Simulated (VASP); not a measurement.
**TePt: single point with PBEsol**

The system is TePt.

```
Te Pt
1.0
     4.17598    0.00000    0.00000
    -2.08799    3.61651    0.00000
     0.00000    0.00000    5.49751
Te Pt
2 2
Direct
  0.33333 0.66667 0.25000
  0.66667 0.33333 0.75000
  0.00000 0.00000 0.00000
  0.00000 0.00000 0.50000
```

This cell differs from its parent crystal: volume scaled by 0.97, then relaxed in part.

```yaml
Program: VASP 6.6.1
Task: single point
Functional: PBEsol
Potentials_or_basis: VASP PAW PBE potentials, release 64 (Te, Pt)
Cutoff: 520 eV
k_mesh: 12 × 12 × 8
Occupations: gaussian, width 0.1 eV
Spin: no spin polarisation
Dipole_correction: no
Further_INCAR_settings: ALGO = Normal; EDIFF = 1e-06; NBANDS = 24
```

| Property | Result |
| --- | --- |
| Pressure | 4.4 GPa |
| Band gap on the k mesh | zero (band 16 reaches 11.04 eV, above the bottom of band 17 at 9.61 eV) |

Levels at points of the mesh, in eV from the Fermi level:
| k point | band 14 | band 15 | band 16 | band 17 | band 18 | band 19 |
| --- | --- | --- | --- | --- | --- | --- |
| (0.00, 0.00, 0.00) | -1.71 | 0.24 | 0.65 | 1.56 | 1.82 | 2.31 |
| (0.50, 0.00, 0.00) | -2.18 | -1.99 | -1.58 | 1.44 | 2.66 | 3.41 |
| (0.00, 0.00, 0.50) | -2.63 | 1.03 | 1.03 | 1.03 | 1.03 | 4.14 |
| (0.50, 0.00, 0.50) | -3.09 | -0.49 | -0.49 | 0.49 | 0.49 | 2.62 |

Wall time 86 s on 1 thread of AMD EPYC 9R45 96-Core Processor (Zen 5) (shared host), peak memory 0.28 GiB.

Caveat: the PAW data sets were made with another functional, which shifts forces and pressure a little; spin-orbit coupling is left out, which moves the levels of the heavy elements.
